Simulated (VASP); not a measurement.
Input of a VASP 6.6.1 run:

Contents of INCAR:

```
PREC     = Accurate       # precision mode
ENCUT    = 520            # plane-wave cutoff, eV
EDIFF    = 1E-6           # SCF threshold, eV
ISMEAR   = 1              # smearing method
SIGMA    = 0.1            # smearing width, eV
LREAL    = F              # projectors in reciprocal space
LASPH    = T              # aspherical terms in the spheres
NELM     = 100            # most SCF steps
ALGO     = Normal         # electronic algorithm
ISIF     = 2              # what is computed and relaxed
LWAVE    = F              # write WAVECAR
LCHARG   = F              # write CHGCAR
GGA      = CA             # functional
NBANDS   = 32             # bands
```

KPOINTS

```
Automatic mesh
0
Gamma
  8 8 3
```

The input POSCAR:

```
Nb3Pd
1.0
    1.6783698209     -2.1712508517      0.0000000000
    1.6783698209      2.1712508517      0.0000000000
    0.0000000000      0.0000000000      8.9323007729
Nb Pd
3 1
Direct
    0.5000000000      0.5000000000      0.7600269823
    0.0000000000      0.0000000000      0.5000000000
    0.5000000000      0.5000000000      0.2399730177
    0.0000000000      0.0000000000      0.0000000000
```

Potentials or basis: VASP PAW LDA potentials, release 64 (Nb_sv, Pd).

Launch:

```console
$ cat potpaw_LDA.64/Nb_sv/POTCAR potpaw_LDA.64/Pd/POTCAR > POTCAR
$ mpirun -np 1 vasp_std > vasp.out
```

Q: Estimate the largest force.

A: 0.005 eV/Å.

Q: Estimate the pressure.

A: -0.1 GPa.

Q: Estimate the band gap on the k mesh.

A: Zero (an odd number of electrons rules out a gap without spin polarisation).

Forces in eV/Å, atoms in the order of the input:
```
Nb   0.000  0.000  0.005
Nb   0.000  0.000  0.000
Nb   0.000  0.000 -0.005
Pd   0.000  0.000  0.000
```
